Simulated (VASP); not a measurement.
# CoCuC4N4 (P4/mmm) in VASP: single point with PBE

Aim: the single point of CoCuC4N4 with PBE.

Everything below comes from runs of VASP 6.6.1. Logs are shortened: lines on timing, memory, paths and dates and some standing lists are left out, and cuts for length are marked.

## (1) The cell of the first run

It takes space group P4/mmm (No. 123, tetragonal). The conventional cell has a = 6.951 Å, b = 6.951 Å, c = 3.495 Å, α = 90.00°, β = 90.00°, γ = 90.00°. Within 2.4 Å of Co (site symmetry 4/mmm) lie 4 N at 1.84 Å. Within 2.5 Å of Cu (site symmetry 4/mmm) lie 4 C at 1.91 Å. Within 1.6 Å of C (site symmetry m2m) lie 1 N at 1.17 Å. Within 1.6 Å of N (site symmetry m2m) lie 1 C at 1.17 Å.

## (2) Single point, PBE, collinear spin, ferrimagnetic start

INCAR

```
PREC = Accurate ; ENCUT = 520
EDIFF = 1E-6 ; ISMEAR = 0
SIGMA = 0.1 ; LREAL = F
LASPH = T ; NELM = 150
ALGO = Normal ; ISIF = 2
LWAVE = F ; LCHARG = F
ISPIN = 2 ; MAGMOM = -3 1 0 0 0 0 0 0 0 0
LORBIT = 11 ; LMAXMIX = 4
GGA = PE ; NBANDS = 43
```

KPOINTS

```
Automatic mesh
0
Gamma
  4 4 6
```

POSCAR

```
CoCuC4N4
1.0
    6.9509762235      0.0000000000      0.0000000000
    0.0000000000      6.9509762235      0.0000000000
    0.0000000000      0.0000000000      3.4946067956
Co Cu C N
1 1 4 4
Direct
    0.5000000000      0.5000000000      0.0000000000
    0.0000000000      0.0000000000      0.0000000000
    0.1942594695      0.8057405305      0.0000000000
    0.8057405305      0.1942594695      0.0000000000
    0.1942594695      0.1942594695      0.0000000000
    0.8057405305      0.8057405305      0.0000000000
    0.3127914908      0.6872085092      0.0000000000
    0.6872085092      0.3127914908      0.0000000000
    0.3127914908      0.3127914908      0.0000000000
    0.6872085092      0.6872085092      0.0000000000
```

Potentials or basis: VASP PAW PBE potentials, release 64 (Co, Cu, C, N).

Run with:

```
$ cat potpaw_PBE.64/Co/POTCAR potpaw_PBE.64/Cu/POTCAR potpaw_PBE.64/C/POTCAR potpaw_PBE.64/N/POTCAR > POTCAR
$ mpirun -np 1 vasp_std > vasp.out
```

OUTCAR:

```text
PREC = Accurate
   ENCUT = 520
   EDIFF = 1E-6
   ISMEAR = 0
   LREAL = F
   LASPH = T
   NELM = 150
   ISIF = 2
   ISPIN = 2
   LORBIT = 11
   GGA = PE

 ion  position               nearest neighbor table
   1  0.500  0.500  0.000-   7 1.84   8 1.84   9 1.84  10 1.84
   2  0.000  0.000  0.000-   3 1.91   4 1.91   5 1.91   6 1.91
   3  0.194  0.806  0.000-   7 1.17   2 1.91
   4  0.806  0.194  0.000-   8 1.17   2 1.91
   5  0.194  0.194  0.000-   9 1.17   2 1.91
   6  0.806  0.806  0.000-  10 1.17   2 1.91
   7  0.313  0.687  0.000-   3 1.17   1 1.84
   8  0.687  0.313  0.000-   4 1.17   1 1.84
   9  0.313  0.313  0.000-   5 1.17   1 1.84
  10  0.687  0.687  0.000-   6 1.17   1 1.84

  LATTYP: Found a simple tetragonal cell.
 ALAT       =     6.9509762235
 C/A-ratio  =     0.5027505034

  Lattice vectors:

 A1 = (   6.9509762235,   0.0000000000,   0.0000000000)
 A2 = (   0.0000000000,   6.9509762235,   0.0000000000)
 A3 = (   0.0000000000,   0.0000000000,   3.4946067956)

Analysis of symmetry for initial positions (statically):
=====================================================================
 Subroutine PRICEL returns:
 Original cell was already a primitive cell.

 Routine SETGRP: Setting up the symmetry group for a
 simple tetragonal supercell.

 Subroutine GETGRP returns: Found 16 space group operations
 (whereof 16 operations were pure point group operations)
 out of a pool of 16 trial point group operations.

The static configuration has the point symmetry D_4h.

Analysis of symmetry for dynamics (positions and initial velocities):
=====================================================================
 Subroutine PRICEL returns:
 Original cell was already a primitive cell.

 Routine SETGRP: Setting up the symmetry group for a
 simple tetragonal supercell.

 Subroutine GETGRP returns: Found 16 space group operations
 (whereof 16 operations were pure point group operations)
 out of a pool of 16 trial point group operations.

The dynamic configuration has the point symmetry D_4h.

Analysis of structural, dynamic, and magnetic symmetry:
=====================================================================
 Subroutine PRICEL returns:
 Original cell was already a primitive cell.

 Routine SETGRP: Setting up the symmetry group for a
 simple tetragonal supercell.

 Subroutine GETGRP returns: Found 16 space group operations
 (whereof 16 operations were pure point group operations)
 out of a pool of 16 trial point group operations.

The overall configuration has the point symmetry D_4h.

 Subroutine INISYM returns: Found 16 space group operations
 (whereof 16 operations are pure point group operations),
 and found     1 'primitive' translations

----------------------------------------------------------------------------------------

                                     Primitive cell

  volume of cell :     168.8457

  direct lattice vectors                    reciprocal lattice vectors
     6.950976223  0.000000000  0.000000000     0.143864684  0.000000000  0.000000000
     0.000000000  6.950976223  0.000000000     0.000000000  0.143864684  0.000000000
     0.000000000  0.000000000  3.494606796     0.000000000  0.000000000  0.286155227

  length of vectors
     6.950976223  6.950976223  3.494606796     0.143864684  0.143864684  0.286155227

  position of ions in fractional coordinates (direct lattice)
     0.500000000  0.500000000  0.000000000
     0.000000000  0.000000000  0.000000000
     0.194259469  0.805740531  0.000000000
     0.805740531  0.194259469  0.000000000
     0.194259469  0.194259469  0.000000000
     0.805740531  0.805740531  0.000000000
     0.312791491  0.687208509  0.000000000
     0.687208509  0.312791491  0.000000000
     0.312791491  0.312791491  0.000000000
     0.687208509  0.687208509  0.000000000

  ion indices of the primitive-cell ions
   primitive index   ion index
[... 67 lines left out ...]
   dimension x,y,z NGXF=   108 NGYF=  108 NGZF=   56
   ions per type =               1   1   4   4
   NGX,Y,Z   is equivalent  to a cutoff of  12.92, 12.92, 13.32 a.u.
   NGXF,Y,Z  is equivalent  to a cutoff of  25.83, 25.83, 26.64 a.u.
 SYSTEM =  unknown system
   PREC   = accura    normal or accurate (medium, high low for compatibility)
   ISTART =      0    job   : 0-new  1-cont  2-samecut
   ICHARG =      2    charge: 1-file 2-atom 10-const
   ISPIN  =      2    spin polarized calculation?
   LNONCOLLINEAR =      F non collinear calculations
   LSORBIT =      F    spin-orbit coupling
   LASPH  =      T    aspherical Exc in radial PAW
   ENCUT  =  520.0 eV  38.22 Ry    6.18 a.u.  12.92 12.92  6.50*2*pi/ulx,y,z
   NELM   =    150;   NELMIN=  2; NELMDL= -5     # of ELM steps
   EDIFF  = 0.1E-05   stopping-criterion for ELM
   LREAL  =      F    real-space projection
   EDIFFG = 0.1E-04   stopping-criterion for IOM
   NSW    =      0    number of steps for IOM
   IBRION =     -1    ionic relax: 0-MD 1-quasi-New 2-CG
   NFREE  =      0    steps in history (QN), initial steepest desc. (CG)
   ISIF   =      2    stress and relaxation
   ISYM   =      2    0-nonsym 1-usesym 2-fastsym
   POTIM  = 0.5000    time-step for ionic-motion
   TEBEG  =    0.0;   TEEND  =   0.0 temperature during run
   PSTRESS=    0.0 pullay stress
   NELECT =      56.0000    total number of electrons
   NUPDOWN=      -1.0000    fix difference up-down
   EMIN   =  10.00;   EMAX   =-10.00  energy-range for DOS
   EFERMI =   0.00;   METHOD = LEGACY
   ISMEAR =     0;   SIGMA  =   0.10  broadening in eV -4-tet -1-fermi 0-gaus
   EFERMI_NEDOS =   21; number of points for ismear=-14 and -15
   IALGO  =     38    algorithm
   IMIX   =      4    mixing-type and parameters
     AMIX     =   0.40;   BMIX     =  1.00
     AMIX_MAG =   1.60;   BMIX_MAG =  1.00
  volume/ion in A,a.u.               =      16.88       113.94
  Fermi-wavevector in a.u.,A,eV,Ry     =   1.133203  2.141442 17.471894  1.284148
  Thomas-Fermi vector in A             =   2.269905
   LORBIT       =     11    0 simple, 1 ext, 2 COOP (PROOUT), +10 PAW based schemes
   GGA     = PE    functional components
   LHFCALC =     F    Hartree Fock is set to
   AEXX    =    0.0000 exact exchange contribution
   IVDW    =     0    specifies the selected vdW correction
   LEPSILON=     F    determine dielectric tensor
   LRPA    =     F    only Hartree local field effects (RPA)
 spin polarized calculation
 Gauss-broadening in eV      SIGMA  =   0.10
  energy-cutoff  :      520.00
  volume of cell :      168.85
 maximum number of plane-waves:      4572
 NGX is ok and might be reduce to    54
   NGX = 25   NGY = 25   NGZ = 13

 number of electron      55.9999998 magnetization      -0.4646834

 Free energy of the ion-electron system (eV)
  ---------------------------------------------------
  ext. energy  EPLUGINS =         0.00000000
  ---------------------------------------------------
  free energy    TOTEN  =       -75.64962157 eV

  energy without entropy =      -75.62661747  energy(sigma->0) =      -75.63811952

 E-fermi :   0.4299     XC(G=0):  -7.8608

 val. band max:        0.4201239965   @ k =   0.0000   0.0000   0.5000
 cond. band min:       0.4343512560   @ k =   0.5000   0.2500   0.0000
 fundamental gap:      0.0142272595
 Fermi energy:         0.4298699796

 spin component 1

 k-point     1 :       0.0000    0.0000    0.0000
  band No.  band energies     occupation
      1     -18.1457      1.00000
      2     -17.8858      1.00000
      3     -17.8858      1.00000
      4     -17.7541      1.00000
      5      -9.5888      1.00000
      6      -7.6358      1.00000
[... 1021 lines left out ...]
     39       7.8871      0.00000
     40       8.1360      0.00000
 Fermi energy:         0.4298699796

 spin component 2

 k-point     1 :       0.0000    0.0000    0.0000
  band No.  band energies     occupation
      1     -18.1410      1.00000
      2     -17.8799      1.00000
      3     -17.8799      1.00000
      4     -17.7491      1.00000
      5      -9.5920      1.00000
      6      -7.6637      1.00000
[... 1021 lines left out ...]
     39       7.7709      0.00000
     40       8.1534      0.00000
 [bands above 40 left out]

------------------------ aborting loop because EDIFF is reached ----------------------------------------

  FORCE on cell =-STRESS in cart. coord.  units (eV):
  Direction    XX          YY          ZZ          XY          YZ          ZX
  --------------------------------------------------------------------------------------
  -------------------------------------------------------------------------------------
  Total        0.6218306      0.6218306      0.2180622      0.0000000      0.0000000     -0.0000000
  in kB        5.9005536      5.9005536      2.0691934      0.0000000      0.0000000     -0.0000000
  external PRESSURE =       4.6234335 kB  Pullay stress =       0.0000000 kB

 VOLUME and BASIS-vectors are now :
 -----------------------------------------------------------------------------
  energy-cutoff  :      520.00
  volume of cell :      168.85
      direct lattice vectors                 reciprocal lattice vectors
     6.950976223  0.000000000  0.000000000     0.143864684  0.000000000  0.000000000
     0.000000000  6.950976223  0.000000000     0.000000000  0.143864684  0.000000000
     0.000000000  0.000000000  3.494606796     0.000000000  0.000000000  0.286155227

 POSITION                                       TOTAL-FORCE (eV/Angst)
 -----------------------------------------------------------------------------------
      3.47549      3.47549      0.00000         0.000000      0.000000      0.000000
      0.00000      0.00000      0.00000         0.000000      0.000000      0.000000
      1.35029      5.60068      0.00000        -0.256080      0.256080     -0.000000
      5.60068      1.35029      0.00000         0.256080     -0.256080      0.000000
      1.35029      1.35029      0.00000        -0.256080     -0.256080      0.000000
      5.60068      5.60068      0.00000         0.256080      0.256080     -0.000000
      2.17421      4.77677      0.00000         0.288935     -0.288935     -0.000000
      4.77677      2.17421      0.00000        -0.288935      0.288935      0.000000
      2.17421      2.17421      0.00000         0.288935      0.288935      0.000000
      4.77677      4.77677      0.00000        -0.288935     -0.288935      0.000000
 -----------------------------------------------------------------------------------
    total drift:                                0.000000      0.000000     -0.000000

  FREE ENERGIE OF THE ION-ELECTRON SYSTEM (eV)
  ---------------------------------------------------
  free  energy   TOTEN  =       -75.6496215722 eV

  energy  without entropy=      -75.6266174713  energy(sigma->0) =      -75.63811952

 total charge

# of ion       s       p       d       tot
------------------------------------------
    1        0.444   0.633   7.402   8.479
    2        0.500   0.637   9.033  10.170
    3        0.941   1.651   0.000   2.592
    4        0.941   1.651   0.000   2.592
    5        0.941   1.651   0.000   2.592
    6        0.941   1.651   0.000   2.592
    7        1.301   2.596   0.000   3.897
    8        1.301   2.596   0.000   3.897
    9        1.301   2.596   0.000   3.897
   10        1.301   2.596   0.000   3.897
--------------------------------------------------
tot          9.912  18.258  16.435  44.605

 magnetization (x)

# of ion       s       p       d       tot
------------------------------------------
    1       -0.019  -0.002  -0.507  -0.529
    2       -0.000   0.001   0.015   0.016
    3        0.001   0.006   0.000   0.008
    4        0.001   0.006   0.000   0.008
    5        0.001   0.006   0.000   0.008
    6        0.001   0.006   0.000   0.008
    7        0.001   0.003   0.000   0.004
    8        0.001   0.003   0.000   0.004
    9        0.001   0.003   0.000   0.004
   10        0.001   0.003   0.000   0.004
--------------------------------------------------
tot         -0.009   0.036  -0.492  -0.466
```

It took 11 min on 1 thread of Intel Xeon 8259CL, shared host; peak memory 0.5 GiB.

What came out:

- Free energy: -75.6496 eV
- Pressure: 0.5 GPa
- Largest force: 0.409 eV/Å
- Net moment: -0.46 μB per cell
- Site moments: Co -0.53; Cu +0.02; C +0.01; N +0.00 μB
- Valence electrons inside the program's atomic spheres: Co 8.48; Cu 10.17; C 2.59; N 3.90

Forces on the atoms (eV/Å):
```
Co   0.000  0.000  0.000
Cu   0.000  0.000  0.000
C   -0.256  0.256  0.000
C    0.256 -0.256  0.000
C   -0.256 -0.256  0.000
C    0.256  0.256  0.000
N    0.289 -0.289  0.000
N   -0.289  0.289  0.000
N    0.289  0.289  0.000
N   -0.289 -0.289  0.000
```
